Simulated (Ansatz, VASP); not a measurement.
# YZnC4N4 in VASP and in Ansatz

Contents of INCAR:

```
SYSTEM = YZnC4N4
ALGO = Normal
EDIFF = 1E-6
ENCUT = 520
GGA = PE
ISIF = 2
ISMEAR = 0
ISPIN = 2
LASPH = .True.
LCHARG = .False.
LMAXMIX = 4
LORBIT = 11
LREAL = .False.
LWAVE = .False.
MAGMOM = 0 0 1 1 1 1 1 1 1 1
NBANDS = 44
NELM = 150
PREC = Accurate
SIGMA = 0.1
```

Contents of KPOINTS:

```
k-points
0
Gamma
  4 4 4
  0 0 0
```

Contents of POSCAR:

```
YZnC4N4
1.0
    6.1008602900      0.0000000000      0.0000000000
    0.0000000000      6.1008602900      0.0000000000
    0.0000000000      0.0000000000      6.1008602900
Y Zn C N
1 1 4 4
Direct
    0.0000000000      0.0000000000      0.0000000000
    0.5000000000      0.5000000000      0.5000000000
    0.1992997100      0.1992997100      0.1992997100
    0.1992997100      0.8007002900      0.8007002900
    0.8007002900      0.1992997100      0.8007002900
    0.8007002900      0.8007002900      0.1992997100
    0.3100217700      0.3100217700      0.3100217700
    0.3100217700      0.6899782300      0.6899782300
    0.6899782300      0.3100217700      0.6899782300
    0.6899782300      0.6899782300      0.3100217700
```

Input for Ansatz:

```yaml
crystal:
  lattice:
    - [6.10086029, 0.0, 0.0]
    - [0.0, 6.10086029, 0.0]
    - [0.0, 0.0, 6.10086029]
  atoms:
    - { symbol: "Y", position: [0.0, 0.0, 0.0] }
    - { symbol: Zn, position: [0.5, 0.5, 0.5] }
    - { symbol: C, position: [0.19929971, 0.19929971, 0.19929971], spin: 1.0 }
    - { symbol: C, position: [0.19929971, 0.80070029, 0.80070029], spin: 1.0 }
    - { symbol: C, position: [0.80070029, 0.19929971, 0.80070029], spin: 1.0 }
    - { symbol: C, position: [0.80070029, 0.80070029, 0.19929971], spin: 1.0 }
    - { symbol: "N", position: [0.31002177, 0.31002177, 0.31002177], spin: 1.0 }
    - { symbol: "N", position: [0.31002177, 0.68997823, 0.68997823], spin: 1.0 }
    - { symbol: "N", position: [0.68997823, 0.31002177, 0.68997823], spin: 1.0 }
    - { symbol: "N", position: [0.68997823, 0.68997823, 0.31002177], spin: 1.0 }
basis:
  ecutwfc: 420
kpoints:
  mp_grid: { grid: [4, 4, 4] }
hamiltonian:
  xc: pbe
scf:
  occupations: { method: gaussian, width: 0.1 }
  lower_state_search: "off"
output:
  forces: true
  stress: true
  eigenvalues: true
  populations: true
magnetization:
  spin_polarized: true
```

Alike in both runs: task single point; functional PBE; k mesh 4 × 4 × 4; occupations gaussian, width 0.1 eV; collinear spin.

```csv
,VASP,Ansatz
version,VASP 6.6.1,Ansatz 0.2.0
potentials or method,"VASP PAW PBE potentials, release 64 (Y_sv, Zn, C, N), cutoff 520 eV","scalar-relativistic, plane waves, PAW"
valence electrons in the cell,59,59
```

Ansatz gave:

* gap on the k mesh at the Fermi level (eV): none
* pressure (GPa): 8.4
* rms of the force components (eV/Å): 1.379
* net moment per atom (μB): 0.10
* size of the moment on the site where the two differ most (μB): 0.11

Problem. Estimate VASP's values.

Solution. gap on the k mesh at the Fermi level (eV): none; pressure (GPa): 8.6; rms of the force components (eV/Å): 1.282; net moment per atom (μB): 0.10; size of the moment on the site where the two differ most (μB): 0.33.

Site moments also hang on the region over which each program counts them. Atom by atom the forces differ by 0.196 eV/Å (rms over components). A gap of «none» marks a metal or a gap that the smearing closes.

Noted on VASP's run: the standard files for N, O and F lose accuracy on very short bonds.
